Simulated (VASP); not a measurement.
SiO2, 6 atoms in the cell. The structure is tetragonal, space group P4_2/mnm (No. 136). The conventional cell has a = 4.109 Å, b = 4.109 Å, c = 2.771 Å, α = 90.00°, β = 90.00°, γ = 90.00°. Within 2.4 Å of Si (site symmetry mmm) lie 6 O at 1.78 Å. O (site symmetry m2m) has 3 Si at 1.78 Å and 1 O at 2.24 Å within 2.4 Å. 

* Program: VASP 6.6.1
* Task: single point
* Functional: PBE
* Potentials or basis: VASP PAW PBE potentials, release 64 (Si, O)
* Cutoff: 520 eV
* k mesh: 6 × 6 × 8
* Occupations: gaussian, width 0.05 eV
* Spin: no spin polarisation
* Dipole correction: no
* Further INCAR settings: ALGO = Normal; EDIFF = 1e-07; NBANDS = 25

Potentials or basis: VASP PAW PBE potentials, release 64 (Si, O).

The run is started by

```bash
$ cat potpaw_PBE.64/Si/POTCAR potpaw_PBE.64/O/POTCAR > POTCAR
$ mpirun -np 1 vasp_std > vasp.out
```

Hardware: 1 thread of Intel Xeon 8259CL, with other jobs on the host.

How long does it take, and how much memory?

Wall time 69 s on 1 thread of Intel Xeon 8259CL, on a shared host, peak memory 0.18 GiB. Counts: scf iterations 13, k points 50.
